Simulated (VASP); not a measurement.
Wanted: the native input for a VASP 6.6.1 run.

```yaml
Task: electric field gradients
Functional: r2SCAN
Potentials_or_basis: VASP PAW PBE potentials, release 64 (C, O)
Cutoff: 520 eV
k_mesh: 4 × 4 × 4
Occupations: fermi-dirac, width 0.02 eV
Spin: no spin polarisation
Dipole_correction: no
Further_INCAR_settings: ALGO = Normal; EDIFF = 1e-08; NBANDS = 44
```

The system is CO2.

```
CELL_PARAMETERS angstrom
5.63000 0.00000 0.00000
0.00000 5.63000 0.00000
0.00000 0.00000 5.63000
ATOMIC_POSITIONS crystal
C 0.00000 0.00000 0.00000
C 0.50000 0.00000 0.50000
C 0.50000 0.50000 0.00000
C 0.00000 0.50000 0.50000
O 0.11982 0.11982 0.11982
O 0.38018 0.88018 0.61982
O 0.61982 0.38018 0.88018
O 0.88018 0.61982 0.38018
O 0.88018 0.88018 0.88018
O 0.61982 0.11982 0.38018
O 0.38018 0.61982 0.11982
O 0.11982 0.38018 0.61982
```

One way to write it, as run:

POSCAR

```
CO2
1.0
    5.6300000000      0.0000000000      0.0000000000
    0.0000000000      5.6300000000      0.0000000000
    0.0000000000      0.0000000000      5.6300000000
C O
4 8
Direct
    0.0000000000      0.0000000000      0.0000000000
    0.5000000000      0.0000000000      0.5000000000
    0.5000000000      0.5000000000      0.0000000000
    0.0000000000      0.5000000000      0.5000000000
    0.1198172229      0.1198172229      0.1198172229
    0.3801827771      0.8801827771      0.6198172229
    0.6198172229      0.3801827771      0.8801827771
    0.8801827771      0.6198172229      0.3801827771
    0.8801827771      0.8801827771      0.8801827771
    0.6198172229      0.1198172229      0.3801827771
    0.3801827771      0.6198172229      0.1198172229
    0.1198172229      0.3801827771      0.6198172229
```

INCAR.step1

```
SYSTEM = CO2
ALGO     = Normal         ! electronic algorithm
EDIFF    = 1E-4           ! SCF threshold, eV
ENCUT    = 520            ! plane-wave cutoff, eV
GGA      = PE             ! functional
ISMEAR   = -1             ! smearing method
LASPH    = .TRUE.         ! aspherical terms in the spheres
LCHARG   = .FALSE.        ! write CHGCAR
LREAL    = .FALSE.        ! projectors in reciprocal space
LWAVE    = .TRUE.         ! write WAVECAR
NBANDS   = 44             ! bands
NELM     = 80             ! most SCF steps
PREC     = Accurate       ! precision mode
SIGMA    = 0.02           ! smearing width, eV
```

INCAR.step2

```
SYSTEM = CO2
ALGO     = Normal         ! electronic algorithm
EDIFF    = 1E-8           ! SCF threshold, eV
ENCUT    = 520            ! plane-wave cutoff, eV
ISIF     = 2              ! what is computed and relaxed
ISMEAR   = -1             ! smearing method
ISTART   = 1            
LASPH    = .TRUE.         ! aspherical terms in the spheres
LCHARG   = .FALSE.        ! write CHGCAR
LEFG     = .TRUE.       
LMIXTAU  = .TRUE.       
LREAL    = .FALSE.        ! projectors in reciprocal space
LWAVE    = .FALSE.        ! write WAVECAR
METAGGA  = R2SCAN         ! meta-GGA
NBANDS   = 44             ! bands
NELM     = 80             ! most SCF steps
PREC     = Accurate       ! precision mode
SIGMA    = 0.02           ! smearing width, eV
```

KPOINTS

```
k-points
0
G
  4 4 4
  0 0 0
```

Potentials or basis: VASP PAW PBE potentials, release 64 (C, O).

The run is started by

```bash
$ cat potpaw_PBE.64/C/POTCAR potpaw_PBE.64/O/POTCAR > POTCAR
$ cp INCAR.step1 INCAR
$ mpirun -np 1 vasp_std > vasp.out
$ cp INCAR.step2 INCAR
$ mpirun -np 1 vasp_std > vasp.out
```

It gave:

* Pressure: -0.8 GPa
* Largest force: 0.102 eV/Å
* Band gap on the k mesh: 7.40 eV
* Largest electric field gradient by atom: C -57.0; O +73.7 V/Å²

Caveat: without QUAD_EFG the Cq values of the log hold for a quadrupole moment of 1 mb, not for the nuclei; the PAW data sets were made with another functional, which shifts forces and pressure a little.

Run time: 4.9 min on 1 thread of AMD EPYC 7R13 Processor (Zen 3), on a shared host, peak memory 0.27 GiB.
